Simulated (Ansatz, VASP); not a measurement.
Given: the input of a run of VASP 6.6.1 on AlN.

Contents of INCAR:

```
PREC     = Accurate       # precision mode
ENCUT    = 520            # plane-wave cutoff, eV
EDIFF    = 1E-6           # SCF threshold, eV
ISMEAR   = -1             # smearing method
SIGMA    = 0.05           # smearing width, eV
LREAL    = F              # projectors in reciprocal space
LASPH    = T              # aspherical terms in the spheres
NELM     = 100            # most SCF steps
ALGO     = Normal         # electronic algorithm
ISIF     = 2              # what is computed and relaxed
LWAVE    = F              # write WAVECAR
LCHARG   = F              # write CHGCAR
NBANDS   = 16             # bands
```

KPOINTS

```
Automatic mesh
0
Gamma
  10 10 6
```

Contents of POSCAR:

```
AlN
1.0
    3.0494515564      0.0000000000      0.0000000000
   -1.5247257782      2.6409025155      0.0000000000
    0.0000000000      0.0000000000      4.8793184075
Al N
2 2
Direct
    0.6666666667      0.3333333333      0.5000000000
    0.3333333333      0.6666666667      0.0000000000
    0.6666666667      0.3333333333      0.8800000000
    0.3333333333      0.6666666667      0.3800000000
```

Potentials or basis: VASP PAW LDA potentials, release 64 (Al, N).

The run is started by

```sh
$ cat potpaw_LDA.64/Al/POTCAR potpaw_LDA.64/N/POTCAR > POTCAR
$ mpirun -np 1 vasp_std > vasp.out
```

Question: Translate it to Ansatz 0.2.0. Potentials there: all-electron LAPW, scalar-relativistic.

Answer: As run (the cutoff follows the program's own potentials):

The input input.yaml:

```yaml
crystal:
  lattice:
    - [3.0494515564, 0.0, 0.0]
    - [-1.5247257782, 2.6409025155, 0.0]
    - [0.0, 0.0, 4.8793184075]
  atoms:
    - { symbol: Al, position: [0.6666666667, 0.3333333333, 0.5] }
    - { symbol: Al, position: [0.3333333333, 0.6666666667, 0.0] }
    - { symbol: "N", position: [0.6666666667, 0.3333333333, 0.88] }
    - { symbol: "N", position: [0.3333333333, 0.6666666667, 0.38] }
kpoints:
  mp_grid: { grid: [10, 10, 6] }
scf:
  occupations: { method: fermi_dirac, width: 0.05 }
hamiltonian:
  xc: lda
  pseudopotentials: { kind: all_electron, lapw: { basis_error: 0.002 } }
output:
  forces: true
  stress: true
  eigenvalues: true
```

Potentials or basis: all-electron LAPW, scalar-relativistic.

Command:

```console
$ ansatz run input.yaml --threads 2 --pin off --max-ram 6144MiB --backend cpu --events-out ev --progress --plain --runs-dir out
```

Both were run:

|  | VASP | Ansatz | Ansatz less VASP |
| --- | --- | --- | --- |
| gap on the k mesh at the Fermi level (eV) | 4.80 | 4.80 | -0.007 |
| least direct gap on the mesh (eV) | 4.80 | 4.80 | -0.007 |
| pressure (GPa) | 9.6 | 8.9 | -0.73 |
| traceless stress, the component that is largest in VASP (GPa) | 0.88 | 0.87 | -0.005 |
| rms of the force components (eV/Å) | 0.098 | 0.096 | -0.0022 |

LDA's correlation is that of Perdew and Zunger in VASP and of Perdew and Wang (1992) in Ansatz. Atom by atom the forces differ by 0.002 eV/Å (rms over components). Ansatz ran all-electron here, and VASP with PAW potentials.
